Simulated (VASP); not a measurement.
A run of VASP 6.6.1:

The input POSCAR:

```
PtS2
1.0
    3.5526240935      0.0000000000      0.0000000000
   -1.7763120467      3.0766627150      0.0000000000
    0.0000000000      0.0000000000      5.1228306381
Pt S
1 2
Direct
    0.0000000000      0.0000000000      0.0000000000
    0.3333333333      0.6666666667      0.2392542164
    0.6666666667      0.3333333333      0.7607457836
```

Contents of INCAR.step1:

```
PREC = Accurate
ENCUT = 550
ISMEAR = 0
SIGMA = 0.01
LREAL = False
LASPH = True
NELM = 120
NBANDS = 18
GGA = PE
ALGO = Normal
EDIFF = 1E-5
LWAVE = True
LCHARG = False
GGA_COMPAT = False
```

File INCAR.step2:

```
PREC = Accurate
ENCUT = 550
EDIFF = 1E-6
ISMEAR = 0
SIGMA = 0.01
LREAL = False
LASPH = True
NELM = 120
ALGO = Normal
ISIF = 2
LWAVE = False
LCHARG = True
METAGGA = R2SCAN
LMIXTAU = True
LELF = True
LVHAR = True
NBANDS = 18
ISTART = 1
GGA_COMPAT = False
```

KPOINTS

```
regular mesh
0
Gamma
  6 6 4
```

Potentials or basis: VASP PAW PBE potentials, release 64 (Pt, S).

Launch:

```console
$ cat potpaw_PBE.64/Pt/POTCAR potpaw_PBE.64/S/POTCAR > POTCAR
$ cp INCAR.step1 INCAR
$ mpirun -np 1 vasp_std > vasp.out
$ cp INCAR.step2 INCAR
$ mpirun -np 1 vasp_std > vasp.out
```

Hardware: 1 thread of Intel(R) Xeon(R) 6975P-C (Granite Rapids), on a shared host.

Task: How long does it take, and how much memory?

Result: Wall time 48 s on 1 thread of Intel(R) Xeon(R) 6975P-C (Granite Rapids), on a shared host, peak memory 0.18 GiB. Counts: k points 24.
